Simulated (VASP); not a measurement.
# AlN (Cmc2_1) in VASP: a series of runs

Runs on AlN. Level: LDA. Tasks: single point.

Everything below comes from runs of VASP 6.6.1. Logs are shortened: lines on timing, memory, paths and dates and some standing lists are left out, and cuts for length are marked.

## (1) The cell of the first run

It takes space group Cmc2_1 (No. 36, orthorhombic). Conventional cell: a = 3.063 Å, b = 5.305 Å, c = 4.903 Å, α = 90.00°, β = 90.00°, γ = 90.00°. Within 2.5 Å of Al (site symmetry m) lie 4 N at 1.86 to 1.87 Å. N (site symmetry m) has 4 Al at 1.86 to 1.87 Å within 2.5 Å.

## (2) Single point, LDA

INCAR

```
SYSTEM = AlN
  ALGO = Normal
  EDIFF = 1E-6
  ENCUT = 520
  ISIF = 2
  ISMEAR = 0
  LASPH = .TRUE.
  LCHARG = .FALSE.
  LREAL = .FALSE.
  LWAVE = .FALSE.
  NBANDS = 16
  NELM = 80
  PREC = Accurate
  SIGMA = 0.05
```

KPOINTS

```
k-points
0
G
  9 9 6
  0 0 0
```

POSCAR

```
AlN
1.0
    3.0631058397      0.0000000000      0.0000000000
   -1.5315529199      2.6527274717      0.0000000000
    0.0000000000      0.0000000000      4.9027355419
Al N
2 2
Direct
    0.3301182952      0.6602365904      0.0015212672
    0.6698817048      0.3397634096      0.5015212672
    0.3362022155      0.6724044311      0.3834787328
    0.6637977845      0.3275955689      0.8834787328
```

Potentials or basis: VASP PAW LDA potentials, release 64 (Al, N).

On the command line:

```console
$ cat potpaw_LDA.64/Al/POTCAR potpaw_LDA.64/N/POTCAR > POTCAR
$ mpirun -np 1 vasp_std > vasp.out
```

OUTCAR:

```text
SYSTEM = AlN
   EDIFF = 1E-6
   ENCUT = 520
   ISIF = 2
   ISMEAR = 0
   LASPH = .TRUE.
   LREAL = .FALSE.
   NELM = 80
   PREC = Accurate

 ion  position               nearest neighbor table
   1  0.330  0.660  0.002-   4 1.86   4 1.86   4 1.86   3 1.87   2 3.01   2 3.01   2 3.01   2 3.01
                             2 3.04   2 3.04
   2  0.670  0.340  0.502-   3 1.86   3 1.86   3 1.86   4 1.87   1 3.01   1 3.01   1 3.01   1 3.01
                             1 3.04   1 3.04
   3  0.336  0.672  0.383-   2 1.86   2 1.86   2 1.86   1 1.87
   4  0.664  0.328  0.883-   1 1.86   1 1.86   1 1.86   2 1.87

  LATTYP: Found a hexagonal cell.
 ALAT       =     3.0631058397
 C/A-ratio  =     1.6005766038

  Lattice vectors:

 A1 = (   3.0631058397,   0.0000000000,   0.0000000000)
 A2 = (  -1.5315529199,   2.6527274717,   0.0000000000)
 A3 = (   0.0000000000,   0.0000000000,   4.9027355419)

Analysis of symmetry for initial positions (statically):
=====================================================================
 Subroutine PRICEL returns:
 Original cell was already a primitive cell.

 Routine SETGRP: Setting up the symmetry group for a
 hexagonal supercell.

 Subroutine GETGRP returns: Found  4 space group operations
 (whereof  2 operations were pure point group operations)
 out of a pool of 24 trial point group operations.

The static configuration has the point symmetry C_1h.
 The point group associated with its full space group is C_2v.

Analysis of symmetry for dynamics (positions and initial velocities):
=====================================================================
 Subroutine PRICEL returns:
 Original cell was already a primitive cell.

 Routine SETGRP: Setting up the symmetry group for a
 hexagonal supercell.

 Subroutine GETGRP returns: Found  4 space group operations
 (whereof  2 operations were pure point group operations)
 out of a pool of 24 trial point group operations.

The dynamic configuration has the point symmetry C_1h.
 The point group associated with its full space group is C_2v.

 Subroutine INISYM returns: Found  4 space group operations
 (whereof  2 operations are pure point group operations),
 and found     1 'primitive' translations

----------------------------------------------------------------------------------------

                                     Primitive cell

  volume of cell :      39.8376

  direct lattice vectors                    reciprocal lattice vectors
     3.063105840  0.000000000  0.000000000     0.326466029  0.188485250  0.000000000
    -1.531552920  2.652727472  0.000000000     0.000000000  0.376970499  0.000000000
     0.000000000  0.000000000  4.902735542     0.000000000  0.000000000  0.203967763

  length of vectors
     3.063105840  3.063105840  4.902735542     0.376970499  0.376970499  0.203967763

  position of ions in fractional coordinates (direct lattice)
     0.330118295  0.660236590  0.001521267
     0.669881705  0.339763410  0.501521267
     0.336202216  0.672404431  0.383478733
     0.663797784  0.327595569  0.883478733

  ion indices of the primitive-cell ions
   primitive index   ion index
                 1           1
                 2           2
                 3           3
                 4           4

----------------------------------------------------------------------------------------

 KPOINTS: k-points

Automatic generation of k-mesh.
 Grid dimensions read from file:
 generate k-points for:    9    9    6

 Generating k-lattice:

  Cartesian coordinates                     Fractional coordinates (reciprocal lattice)
     0.036274003  0.020942806  0.000000000     0.111111111  0.000000000  0.000000000
     0.000000000  0.041885611  0.000000000     0.000000000  0.111111111  0.000000000
     0.000000000  0.000000000  0.033994627     0.000000000  0.000000000  0.166666667

  Length of vectors
     0.041885611  0.041885611  0.033994627

  Shift w.r.t. Gamma in fractional coordinates (k-lattice)
     0.000000000  0.000000000  0.000000000

 Subroutine IBZKPT returns following result:
 ===========================================

 Found    100 irreducible k-points:

 Following reciprocal coordinates:
            Coordinates               Weight
  0.000000  0.000000  0.000000      1.000000
  0.111111  0.000000  0.000000      4.000000
  0.000000  0.111111  0.000000      2.000000
  0.222222  0.000000  0.000000      4.000000
  0.000000  0.222222  0.000000      2.000000
  0.333333  0.000000  0.000000      4.000000
[... 16 lines left out ...]
 -0.222222 -0.444444  0.000000      4.000000
  0.444444  0.333333  0.000000      4.000000
 [... further k-points ...]
   k-points           NKPTS =    100   k-points in BZ     NKDIM =    100   number of bands    NBANDS=     16
   number of dos      NEDOS =    301   number of ions     NIONS =      4
   total plane-waves  NPLWV =  20736
   dimension x,y,z NGX =    24 NGY =   24 NGZ =   36
   dimension x,y,z NGXF=    48 NGYF=   48 NGZF=   72
   ions per type =               2   2
   NGX,Y,Z   is equivalent  to a cutoff of  13.03, 13.03, 12.21 a.u.
   NGXF,Y,Z  is equivalent  to a cutoff of  26.05, 26.05, 24.41 a.u.
 SYSTEM =  AlN
   PREC   = accura    normal or accurate (medium, high low for compatibility)
   ISTART =      0    job   : 0-new  1-cont  2-samecut
   ICHARG =      2    charge: 1-file 2-atom 10-const
   ISPIN  =      1    spin polarized calculation?
   LNONCOLLINEAR =      F non collinear calculations
   LSORBIT =      F    spin-orbit coupling
   LASPH  =      T    aspherical Exc in radial PAW
   ENCUT  =  520.0 eV  38.22 Ry    6.18 a.u.   5.70  5.70  9.12*2*pi/ulx,y,z
   NELM   =     80;   NELMIN=  2; NELMDL= -5     # of ELM steps
   EDIFF  = 0.1E-05   stopping-criterion for ELM
   LREAL  =      F    real-space projection
   EDIFFG = 0.1E-04   stopping-criterion for IOM
   NSW    =      0    number of steps for IOM
   IBRION =     -1    ionic relax: 0-MD 1-quasi-New 2-CG
   NFREE  =      0    steps in history (QN), initial steepest desc. (CG)
   ISIF   =      2    stress and relaxation
   ISYM   =      2    0-nonsym 1-usesym 2-fastsym
   POTIM  = 0.5000    time-step for ionic-motion
   TEBEG  =    0.0;   TEEND  =   0.0 temperature during run
   PSTRESS=    0.0 pullay stress
   NELECT =      16.0000    total number of electrons
   NUPDOWN=      -1.0000    fix difference up-down
   EMIN   =  10.00;   EMAX   =-10.00  energy-range for DOS
   EFERMI =   0.00;   METHOD = LEGACY
   ISMEAR =     0;   SIGMA  =   0.05  broadening in eV -4-tet -1-fermi 0-gaus
   EFERMI_NEDOS =   21; number of points for ismear=-14 and -15
   IALGO  =     38    algorithm
   IMIX   =      4    mixing-type and parameters
     AMIX     =   0.40;   BMIX     =  1.00
     AMIX_MAG =   1.60;   BMIX_MAG =  1.00
  volume/ion in A,a.u.               =       9.96        67.21
  Fermi-wavevector in a.u.,A,eV,Ry     =   1.207861  2.282527 19.849938  1.458929
  Thomas-Fermi vector in A             =   2.343487
   LORBIT       =      0    0 simple, 1 ext, 2 COOP (PROOUT), +10 PAW based schemes
   GGA     = CA    functional components
   LHFCALC =     F    Hartree Fock is set to
   AEXX    =    0.0000 exact exchange contribution
   IVDW    =     0    specifies the selected vdW correction
   LEPSILON=     F    determine dielectric tensor
   LRPA    =     F    only Hartree local field effects (RPA)
 non-spin polarized calculation
 Gauss-broadening in eV      SIGMA  =   0.05
  energy-cutoff  :      520.00
  volume of cell :       39.84
 maximum number of plane-waves:      1092
   NGX = 11   NGY = 11   NGZ = 19

 number of electron      15.9999999 magnetization

 Free energy of the ion-electron system (eV)
  ---------------------------------------------------
  ext. energy  EPLUGINS =         0.00000000
  ---------------------------------------------------
  free energy    TOTEN  =       -32.81690149 eV

  energy without entropy =      -32.81690149  energy(sigma->0) =      -32.81690149

 E-fermi :   6.5938     XC(G=0): -11.4530

 val. band max:        6.3638031976   @ k =   0.0000   0.0000   0.0000
 cond. band min:      11.0091059803   @ k =   0.0000   0.0000   0.0000
 fundamental gap:      4.6453027828
 Fermi energy:         6.5938042176

 k-point     1 :       0.0000    0.0000    0.0000
  band No.  band energies     occupation
      1      -8.9659      2.00000
      2      -6.5912      2.00000
      3       0.0921      2.00000
      4       5.4528      2.00000
      5       5.4710      2.00000
      6       6.1009      2.00000
[... 8 lines left out ...]
     15      19.6912      0.00000
     16      19.8259      0.00000

 k-point     2 :       0.1111    0.0000    0.0000
  band No.  band energies     occupation
      1      -8.7970      2.00000
      2      -6.4939      2.00000
      3       0.2865      2.00000
      4       4.7331      2.00000
      5       5.2512      2.00000
      6       5.4525      2.00000
[... 8 lines left out ...]
     15      19.5181      0.00000
     16      19.7289      0.00000

 k-point     3 :       0.0000    0.1111    0.0000
  band No.  band energies     occupation
      1      -8.7968      2.00000
      2      -6.4947      2.00000
      3       0.2871      2.00000
      4       4.7340      2.00000
      5       5.2569      2.00000
      6       5.4775      2.00000
[... 8 lines left out ...]
     15      19.6085      0.00000
     16      19.6615      0.00000

 k-point     4 :       0.2222    0.0000    0.0000
  band No.  band energies     occupation
      1      -8.3157      2.00000
      2      -6.2483      2.00000
      3       0.8512      2.00000
      4       3.1680      2.00000
      5       4.1811      2.00000
      6       4.8287      2.00000
[... 8 lines left out ...]
     15      18.8791      0.00000
     16      19.4220      0.00000

 k-point     5 :       0.0000    0.2222    0.0000
  band No.  band energies     occupation
      1      -8.3143      2.00000
      2      -6.2521      2.00000
      3       0.8544      2.00000
      4       3.1931      2.00000
      5       4.1788      2.00000
      6       4.8270      2.00000
[... 8 lines left out ...]
     15      18.7259      0.00000
     16      19.5007      0.00000

 k-point     6 :       0.3333    0.0000    0.0000
  band No.  band energies     occupation
      1      -7.6147      2.00000
      2      -6.0076      2.00000
      3       1.6678      2.00000
      4       1.7155      2.00000
      5       2.9531      2.00000
      6       4.4366      2.00000
[... 8 lines left out ...]
     15      18.8189      0.00000
     16      20.9792      0.00000
[... 267 lines left out ...]
 k-point    21 :      -0.4444    0.2222    0.0000
  band No.  band energies     occupation
      1      -7.2458      2.00000
      2      -5.9248      2.00000
      3       1.8490      2.00000
      4       2.1956      2.00000
      5       2.2246      2.00000
      6       3.8620      2.00000
[... 8 lines left out ...]
     15      19.1120      0.00000
     16      21.3855      0.00000

 k-point    22 :       0.3333    0.2222    0.0000
  band No.  band energies     occupation
      1      -6.6289      2.00000
      2      -5.9838      2.00000
      3       1.1850      2.00000
      4       2.3020      2.00000
      5       2.9919      2.00000
      6       3.1099      2.00000
[... 8 lines left out ...]
     15      19.3082      0.00000
     16      21.2070      0.00000

 k-point    23 :      -0.2222   -0.4444    0.0000
  band No.  band energies     occupation
      1      -6.6170      2.00000
      2      -6.0002      2.00000
      3       1.2287      2.00000
      4       2.2597      2.00000
      5       2.9896      2.00000
      6       3.1443      2.00000
[... 8 lines left out ...]
     15      19.2620      0.00000
     16      21.2553      0.00000

 k-point    24 :       0.4444    0.3333    0.0000
  band No.  band energies     occupation
      1      -6.6358      2.00000
      2      -5.9742      2.00000
      3       1.1758      2.00000
      4       2.2754      2.00000
      5       3.0216      2.00000
      6       3.1016      2.00000
[... 8 lines left out ...]
     15      19.2419      0.00000
     16      21.2820      0.00000

 [... further k-points ...]
[... 5 lines left out ...]
  --------------------------------------------------------------------------------------
  -------------------------------------------------------------------------------------
  Total        1.5756206      1.5848987      1.4736702     -0.0000000      0.0000000      0.0000000
  in kB       63.3678712     63.7410155     59.2676597     -0.0000000      0.0000000      0.0000000
  external PRESSURE =      62.1255155 kB  Pullay stress =       0.0000000 kB

 VOLUME and BASIS-vectors are now :
 -----------------------------------------------------------------------------
  energy-cutoff  :      520.00
  volume of cell :       39.84
      direct lattice vectors                 reciprocal lattice vectors
     3.063105840  0.000000000  0.000000000     0.326466029  0.188485250  0.000000000
    -1.531552920  2.652727472  0.000000000     0.000000000  0.376970499  0.000000000
     0.000000000  0.000000000  4.902735542     0.000000000  0.000000000  0.203967763

 POSITION                                       TOTAL-FORCE (eV/Angst)
 -----------------------------------------------------------------------------------
     -0.00000      1.75143      0.00746        -0.000000      0.097298     -0.009076
      1.53155      0.90130      2.45883         0.000000     -0.097298     -0.009076
     -0.00000      1.78371      1.88009         0.000000     -0.041921      0.009076
      1.53155      0.86902      4.33146        -0.000000      0.041921      0.009076
 -----------------------------------------------------------------------------------
    total drift:                                0.000000     -0.000000      0.000375

  FREE ENERGIE OF THE ION-ELECTRON SYSTEM (eV)
  ---------------------------------------------------
  free  energy   TOTEN  =       -32.8169014864 eV

  energy  without entropy=      -32.8169014864  energy(sigma->0) =      -32.81690149
```

It took 51 s on 1 thread of Intel Xeon 8259CL, shared host; peak memory 0.17 GiB.

What came out:

```
Free energy            : -32.8169 eV
Pressure               : 6.2 GPa
Largest force          : 0.098 eV/Å
Band gap on the k mesh : 4.65 eV, direct
```

Forces on the atoms (eV/Å):
```
Al   0.000  0.097 -0.009
Al   0.000 -0.097 -0.009
N    0.000 -0.042  0.009
N    0.000  0.042  0.009
```

Stress tensor (GPa, compression positive):
```
6.34 0.00 0.00
0.00 6.37 0.00
0.00 0.00 5.93
```

Levels at points of the mesh, in eV from the valence-band top:
```
           k point  band 5  band 6  band 7  band 8  band 9  band 10  band 11  band 12
(0.00, 0.00, 0.00)   -0.89   -0.26   -0.21    0.00    4.65     6.95    10.85    11.21
(0.00, 0.00, 0.50)   -0.59   -0.59   -0.57   -0.57    6.82     6.82    10.52    10.52
```

## (3) Single point, LDA

INCAR

```
SYSTEM = AlN
  ALGO = Normal
  EDIFF = 1E-6
  ENCUT = 520
  ISIF = 2
  ISMEAR = 0
  LASPH = .True.
  LCHARG = .False.
  LREAL = .False.
  LWAVE = .False.
  NBANDS = 16
  NELM = 60
  PREC = Accurate
  SIGMA = 0.05
```

KPOINTS

```
k-points
0
Gamma
  9 9 6
  0 0 0
```

POSCAR

```
AlN
1.0
    3.0631058397      0.0000000000      0.0000000000
   -1.5315529199      2.6527274717      0.0000000000
    0.0000000000      0.0000000000      4.9027355419
Al N
2 2
Direct
    0.3429784478      0.6859568955      0.0015212672
    0.6570215522      0.3140431045      0.5015212672
    0.3247266867      0.6494533735      0.3834787328
    0.6752733133      0.3505466265      0.8834787328
```

Potentials or basis: VASP PAW LDA potentials, release 64 (Al, N).

On the command line:

```console
$ cat potpaw_LDA.64/Al/POTCAR potpaw_LDA.64/N/POTCAR > POTCAR
$ mpirun -np 1 vasp_std > vasp.out
```

Wall time 54 s (1 thread of Intel Xeon 8259CL, shared host); peak memory 0.17 GiB.

Results (log left out):

```yaml
Free_energy: -32.7981 eV
Pressure: 6.1 GPa
Largest_force: 0.310 eV/Å
Band_gap_on_the_k_mesh: 4.62 eV, direct
```

Forces on the atoms (eV/Å):
```
Al   0.000 -0.309  0.011
Al   0.000  0.309  0.011
N    0.000  0.119 -0.011
N    0.000 -0.119 -0.011
```

Stress tensor (GPa, compression positive):
```
6.49 0.00 0.00
0.00 6.00 0.00
0.00 0.00 5.91
```

Levels at points of the mesh, in eV from the valence-band top:
| k point | band 4 | band 5 | band 6 | band 7 | band 8 | band 9 | band 10 | band 11 | band 12 | band 13 |
| --- | --- | --- | --- | --- | --- | --- | --- | --- | --- | --- |
| (0.00, 0.00, 0.00) | -0.94 | -0.89 | -0.34 | -0.17 | 0.00 | 4.62 | 6.93 | 10.80 | 11.05 | 11.49 |
| (0.00, 0.00, 0.50) | -3.43 | -0.62 | -0.62 | -0.57 | -0.57 | 6.79 | 6.79 | 10.49 | 10.49 | 11.58 |

(Part 1 of 2 ends here.)
